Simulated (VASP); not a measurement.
The system is CuO (Tenorite).

```
CELL_PARAMETERS angstrom
2.34465 -1.71340 0.00000
2.34465 1.71340 0.00000
-0.86055 0.00000 5.05944
ATOMIC_POSITIONS crystal
Cu 0.49680 0.00320 0.50000
Cu 0.00320 0.49680 0.00000
O 0.40560 0.57140 0.75370
O 0.57140 0.40560 0.25370
```

| Property | Result |
| --- | --- |
| Program | VASP 6.6.1 |
| Task | relaxation of cell and atoms |
| Functional | LDA |
| Potentials or basis | VASP PAW LDA potentials, release 64 (Cu, O) |
| Cutoff | 600 eV |
| k mesh | 8 × 8 × 4 |
| Occupations | fermi-dirac, width 0.05 eV |
| Spin | no spin polarisation |

At the start: pressure -8.9 GPa; volume 10.16 Å³/atom.

Task: Where does the relaxation end?

Result: Over 35 steps the energy falls by 58.3 meV/atom and the volume is 10.30 Å³/atom (+1.3 %); space group Cccm (No. 66, to 0.05 Å).

Step by step:
| step | energy change (eV) | largest force (eV/Å) | pressure (GPa) | volume (Å³) |
| --- | --- | --- | --- | --- |
| 1 | 0.0000 | 0.7906 | -8.93 | 40.65 |
| 2 | -0.0828 | 0.0397 | 8.63 | 37.41 |
| 3 | -0.1098 | 0.2984 | 2.01 | 38.42 |
| 4 | -0.1215 | 0.1853 | 0.19 | 38.84 |
| 5 | -0.1215 | 0.1826 | 0.22 | 38.83 |
| 6 | -0.1280 | 0.1540 | -0.12 | 39.02 |
| 7 | -0.1430 | 0.0753 | -1.16 | 39.57 |
| 8 | -0.1511 | 0.2271 | -2.72 | 40.65 |
| 9 | -0.1519 | 0.1704 | -2.25 | 40.34 |
| 10 | -0.1550 | 0.1648 | -2.00 | 40.36 |
| 11 | -0.1637 | 0.1493 | -1.36 | 40.39 |
| 12 | -0.1771 | 0.1645 | -0.05 | 40.43 |
| 13 | -0.1875 | 0.2994 | 2.68 | 40.47 |
| 14 | -0.1983 | 0.2560 | 1.77 | 40.73 |
| 15 | -0.2159 | 0.1671 | -0.81 | 41.49 |
| 16 | -0.2168 | 0.1572 | -1.46 | 41.65 |
| 17 | -0.2225 | 0.0887 | -0.91 | 41.50 |
| 18 | -0.2270 | 0.1385 | 1.07 | 41.03 |
| 19 | -0.2277 | 0.0989 | 0.39 | 41.16 |
| 20 | -0.2297 | 0.0588 | 0.07 | 41.20 |
| 21 | -0.2305 | 0.0693 | -0.42 | 41.24 |
| 22 | -0.2310 | 0.0533 | 0.04 | 41.14 |
| 23 | -0.2311 | 0.0396 | 0.35 | 41.06 |
| 24 | -0.2314 | 0.0199 | 0.04 | 41.12 |
| 25 | -0.2315 | 0.0180 | -0.01 | 41.14 |
| 26 | -0.2318 | 0.0133 | -0.04 | 41.16 |
| 27 | -0.2324 | 0.0240 | -0.17 | 41.23 |
| 28 | -0.2325 | 0.0355 | -0.15 | 41.26 |
| 29 | -0.2327 | 0.0174 | -0.17 | 41.24 |
| 30 | -0.2329 | 0.0332 | 0.02 | 41.20 |
| 31 | -0.2331 | 0.0295 | 0.08 | 41.19 |
| 32 | -0.2333 | 0.0202 | 0.20 | 41.14 |
| 33 | -0.2334 | 0.0067 | -0.20 | 41.21 |
| 34 | -0.2334 | 0.0062 | -0.14 | 41.19 |
| 35 | -0.2334 | 0.0089 | -0.01 | 41.18 |

Final structure:
```
Cu O
1.0
     2.05119   -1.97852    0.15493
     2.05119    1.97852    0.15493
    -0.40092    0.00000    5.04360
Cu O
2 2
Direct
  0.49411 0.99429 0.50188
  0.99429 0.49411 0.00188
  0.49293 0.49567 0.75182
  0.49567 0.49293 0.25182
```
